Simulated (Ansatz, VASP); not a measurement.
**AlNi2: VASP beside Ansatz**

INCAR

```
PREC = Accurate
ENCUT = 520
EDIFF = 1E-6
ISMEAR = 0
SIGMA = 0.15
LREAL = F
LASPH = T
NELM = 60
ALGO = Fast
ISIF = 2
LWAVE = F
LCHARG = F
GGA = PS
NBANDS = 32
```

The input KPOINTS:

```
Automatic mesh
0
Gamma
  12 12 10
```

Contents of POSCAR:

```
AlNi2
1.0
    3.9748989536      0.0000000000      0.0000000000
   -1.9874494768      3.4423634713      0.0000000000
    0.0000000000      0.0000000000      4.9060444288
Al Ni
2 4
Direct
    0.3333333333      0.6666666667      0.2071675595
    0.6666666667      0.3333333333      0.7928324405
    0.3333333333      0.6666666667      0.7079202861
    0.6666666667      0.3333333333      0.2920797139
    0.0000000000      0.0000000000      0.5000000000
    0.0000000000      0.0000000000      0.0000000000
```

Input for Ansatz:

```yaml
crystal:
  lattice:
    - [3.9748989536, 0.0, 0.0]
    - [-1.9874494768, 3.4423634713, 0.0]
    - [0.0, 0.0, 4.9060444288]
  atoms:
    - { symbol: Al, position: [0.3333333333, 0.6666666667, 0.2071675595] }
    - { symbol: Al, position: [0.6666666667, 0.3333333333, 0.7928324405] }
    - { symbol: Ni, position: [0.3333333333, 0.6666666667, 0.7079202861] }
    - { symbol: Ni, position: [0.6666666667, 0.3333333333, 0.2920797139] }
    - { symbol: Ni, position: [0.0, 0.0, 0.5] }
    - { symbol: Ni, position: [0.0, 0.0, 0.0] }
basis:
  ecutwfc: 420
kpoints:
  mp_grid: { grid: [12, 12, 10] }
hamiltonian:
  xc: pbesol
scf:
  occupations: { method: gaussian, width: 0.15 }
output:
  forces: true
  stress: true
  eigenvalues: true
  write_density: true
  write_potential: true
  elf: true
  volumetric_format: npy
```

Change from the starting cell: mode 4 (128.2 1/cm) frozen in, largest displacement -0.100 Å.

Alike in both runs: task single point; functional PBEsol; k mesh 12 × 12 × 10; occupations gaussian, width 0.15 eV; no spin polarisation.

```csv
,VASP,Ansatz
version,VASP 6.6.1,Ansatz 0.2.0
potentials or method,"VASP PAW PBE potentials, release 64 (Al, Ni), cutoff 520 eV","scalar-relativistic, plane waves, PAW"
valence electrons in the cell,46,78
```

```csv
,VASP,Ansatz,Ansatz less VASP
gap on the k mesh at the Fermi level (eV),none,none,-
pressure (GPa),0.5,0.5,+0.01
"traceless stress, the component that is largest in VASP (GPa)",-0.07,-0.02,+0.047
rms of the force components (eV/Å),0.101,0.097,-0.0045
```

VASP's potentials were made for PBE, not for PBEsol. Atom by atom the forces differ by 0.005 eV/Å (rms over components). A gap of «none» marks a metal or a gap that the smearing closes. VASP's potentials hold 46 valence electrons a cell and Ansatz's 78, so a difference there can come from the potentials and not from the codes.
